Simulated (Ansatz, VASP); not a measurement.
## One calculation of RbCl, two programs

File INCAR:

```
ALGO = Normal ; EDIFF = 1E-6
ENCUT = 500 ; GGA = PE
GGA_COMPAT = F ; ISIF = 2
ISMEAR = 0 ; LASPH = T
LCHARG = F ; LREAL = F
LWAVE = F ; NBANDS = 15
NELM = 120 ; PREC = Accurate
SIGMA = 0.01
```

File KPOINTS:

```
k-points
0
Gamma
  5 5 5
```

The input POSCAR:

```
RbCl
1.0
    0.0000000000      3.1842558170      3.1842558170
    3.1842558170      0.0000000000      3.1842558170
    3.1842558170      3.1842558170      0.0000000000
Rb Cl
1 1
Direct
    0.0000000000      0.0000000000      0.0000000000
    0.5000000000      0.5000000000      0.5000000000
```

Input for Ansatz:

```yaml
crystal:
  lattice:
    - [0.0, 3.1842558170405346, 3.1842558170405346]
    - [3.1842558170405346, 0.0, 3.1842558170405346]
    - [3.1842558170405346, 3.1842558170405346, 0.0]
  atoms:
    - { symbol: Rb, position: [0.0, 0.0, 0.0] }
    - { symbol: Cl, position: [0.5, 0.5, 0.5] }
basis:
  ecutwfc: 510.0
kpoints:
  mp_grid:
    grid: [5, 5, 5]
hamiltonian:
  xc: pbe
scf:
  occupations:
    method: fixed
output:
  stress: true
```

Alike in both runs: task single point; functional PBE; k mesh 5 × 5 × 5; no spin polarisation.

|  | VASP | Ansatz |
| --- | --- | --- |
| version | VASP 6.6.1 | Ansatz 0.2.0 |
| potentials or method | VASP PAW PBE potentials, release 64 (Rb_sv, Cl), cutoff 500 eV | plane waves, PAW |
| occupations | gaussian, width 0.01 eV | fixed |
| valence electrons in the cell | 16 | 16 |

Ansatz gave:

* pressure (GPa): 3.1

Task: Estimate VASP's values.

Result: Pressure (GPa): 3.2.
